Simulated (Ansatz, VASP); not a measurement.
## Two plane-wave programs on AlN

INCAR

```
ALGO     = Normal         # electronic algorithm
EDIFF    = 1E-7           # SCF threshold, eV
EDIFFG   = -0.025         # ionic threshold
ENCUT    = 600            # plane-wave cutoff, eV
GGA      = PE             # functional
IBRION   = 2              # ionic algorithm
ISIF     = 3              # what is computed and relaxed
ISMEAR   = 0              # smearing method
LASPH    = T              # aspherical terms in the spheres
LCHARG   = F              # write CHGCAR
LREAL    = F              # projectors in reciprocal space
LWAVE    = F              # write WAVECAR
NELM     = 100            # most SCF steps
NSW      = 80             # ionic steps
PREC     = Accurate       # precision mode
SIGMA    = 0.1            # smearing width, eV
```

Contents of KPOINTS:

```
k-points
0
Gamma
  4 4 4
```

Contents of POSCAR:

```
AlN
1.0
   -2.8078944750      3.2022616658      0.0861173422
    2.8712109758      3.2579008519      0.0042147871
   -1.3316366346      1.5310481625     -5.0014008696
Al N
4 4
Direct
    0.5291074273      1.0330499765      0.8863020649
    0.0507943821      0.4315273310      0.9229390517
    0.7819892059      0.9704660414      0.3635240666
    0.3304286474      0.4992924619      0.3633529426
    0.7117348815      0.2315844973      0.1226228268
    0.2345083329      0.8270250334      0.0453202568
    0.4364537282      0.3066869595      0.6714144286
    0.9249833948      0.7003676990      0.6245243617
```

Input for Ansatz:

```yaml
crystal:
  lattice:
    - [-2.807894475, 3.2022616658, 0.0861173422]
    - [2.8712109758, 3.2579008519, 0.0042147871]
    - [-1.3316366346, 1.5310481625, -5.0014008696]
  atoms:
    - { symbol: Al, position: [0.5291074273, 1.0330499765, 0.8863020649] }
    - { symbol: Al, position: [0.0507943821, 0.431527331, 0.9229390517] }
    - { symbol: Al, position: [0.7819892059, 0.9704660414, 0.3635240666] }
    - { symbol: Al, position: [0.3304286474, 0.4992924619, 0.3633529426] }
    - { symbol: "N", position: [0.7117348815, 0.2315844973, 0.1226228268] }
    - { symbol: "N", position: [0.2345083329, 0.8270250334, 0.0453202568] }
    - { symbol: "N", position: [0.4364537282, 0.3066869595, 0.6714144286] }
    - { symbol: "N", position: [0.9249833948, 0.700367699, 0.6245243617] }
basis:
  ecutwfc: 420
kpoints:
  mp_grid: { grid: [4, 4, 4] }
hamiltonian:
  xc: pbe
scf:
  occupations: { method: gaussian, width: 0.1 }
  lower_state_search: "off"
output:
  forces: true
  stress: true
  eigenvalues: true
relax:
  adjacent_minimum: "off"
  f_tol: 0.025
  max_steps: 60
  cell: { stress_tol: 0.25 }
```

Change from the starting cell: cell x2, atoms moved at random (sigma 0.15 Å) and cell strained at random (1.5 %), then relaxed without symmetry.

Alike in both runs: task relaxation of cell and atoms; functional PBE; k mesh 4 × 4 × 4; occupations gaussian, width 0.1 eV; no spin polarisation.

|  | VASP | Ansatz |
| --- | --- | --- |
| version | VASP 6.6.1 | Ansatz 0.2.0 |
| potentials or method | VASP PAW PBE potentials, release 64 (Al, N), cutoff 600 eV | scalar-relativistic, plane waves, PAW |
| valence electrons in the cell | 32 | 32 |

```tsv
	VASP	Ansatz	Ansatz less VASP
gap on the k mesh at the Fermi level, each at its own relaxed structure (eV)	4.36	3.31	-1.056
relaxed volume (Å³/atom)	8.41	10.67	+2.259
relaxed cell length with the largest relative difference (Å)	2.884	4.400	+1.5155
```

One of these differences is far larger than is usual between the two programs; its cause wasn't traced.

Noted on VASP's run: the volume moved by over 15 % at a fixed basis, so the end points are rough.
